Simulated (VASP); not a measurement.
Wanted: the native input for a VASP 6.6.1 run.

| Quantity | Value |
| --- | --- |
| Task | relaxation of cell and atoms |
| Functional | PBEsol |
| Potentials or basis | VASP PAW PBE potentials, release 64 (Li_sv) |
| Cutoff | 600 eV |
| k mesh | 12 × 12 × 12 |
| Occupations | fermi-dirac, width 0.05 eV |
| Spin | no spin polarisation |
| Target pressure | 4.1 GPa |
| Dipole correction | no |
| Further INCAR settings | ALGO = Normal; EDIFF = 1e-06; IBRION = 2; EDIFFG = -0.005; NSW = 32; ISIF = 3 |

The structure of Li lies in POSCAR:

```
Li
1.0
    0.0000000000      2.5734042437      2.5734042437
    2.5734042437      0.0000000000      2.5734042437
    2.5734042437      2.5734042437      0.0000000000
Li
2
Direct
   -0.1250000000     -0.1250000000     -0.1250000000
    0.1250000000      0.1250000000      0.1250000000
```

This isn't the form of Li at room conditions, which is bcc.

One way to write it, as run:

INCAR

```
SYSTEM = Li
  PREC = Accurate
  ENCUT = 600
  EDIFF = 1E-6
  ISMEAR = -1
  SIGMA = 0.05
  LREAL = .FALSE.
  LASPH = .TRUE.
  NELM = 100
  ALGO = Normal
  ISIF = 3
  LWAVE = .FALSE.
  LCHARG = .FALSE.
  GGA = PS
  IBRION = 2
  NSW = 32
  EDIFFG = -0.005
  PSTRESS = 41.0
```

KPOINTS

```
regular mesh
0
G
  12 12 12
  0 0 0
```

Potentials or basis: VASP PAW PBE potentials, release 64 (Li_sv).

Run with:

```bash
$ cat potpaw_PBE.64/Li_sv/POTCAR > POTCAR
$ mpirun -np 1 vasp_std > vasp.out
```

It gave:

* Relaxed volume: 16.86 Å³/atom
* Relaxed cell: a = 3.626 Å, b = 3.626 Å, c = 3.626 Å, α = 60.00°, β = 60.00°, γ = 60.00°
* Space group after relaxing (to 0.1 Å): Fd-3m (No. 227)
* Energy change on relaxing (the run minimises the enthalpy): +4.6 meV/atom
* Ionic steps: 3
* Pressure after relaxing: 4.1 GPa
* Band gap on the k mesh: zero (bands 3 and 4 overlap by 0.25 eV)

Caveat: the cutoff is under 1.25 times the usual one of these potentials, so pressure, stress and relaxed cells hold a basis-set (Pulay) error; the cell is relaxed towards a set pressure, so the run minimises the enthalpy, not the energy; the PAW data sets were made with another functional, which shifts forces and pressure a little.

Run time: 55 s on 1 thread of Intel Xeon 8259CL (shared host), peak memory 0.16 GiB.
